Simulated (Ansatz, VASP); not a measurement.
# One calculation of WC, two programs

```
W C
1.0
     2.91284    0.00000    0.00000
    -1.45642    2.52259    0.00000
     0.00000    0.00000    2.83618
W C
1 1
Direct
  0.00000 0.00000 0.00000
  0.66667 0.33333 0.50000
```

Alike in both runs: functional r2SCAN; k mesh 13 × 13 × 12; occupations fermi-dirac, width 0.1 eV; no spin polarisation.

Ansatz relaxed the structure, and its values are those at the end. VASP's run is a single point on that final structure, the one shown.

|  | VASP | Ansatz |
| --- | --- | --- |
| version | VASP 6.6.1 | Ansatz 0.2.0 |
| potentials or method | VASP PAW PBE potentials, release 64 (W_sv, C), cutoff 520 eV | PAW plane waves |
| valence electrons in the cell | 18 | 18 |

Ansatz gave:

```
pressure (GPa) : 0.0
```

Question: What did VASP give for the same quantities?

Answer: Pressure (GPa): 1.7.

VASP's potentials were made for PBE, not for r2SCAN. Ansatz's warnings: stress scf threshold loose.

Neither program's run includes spin-orbit coupling.
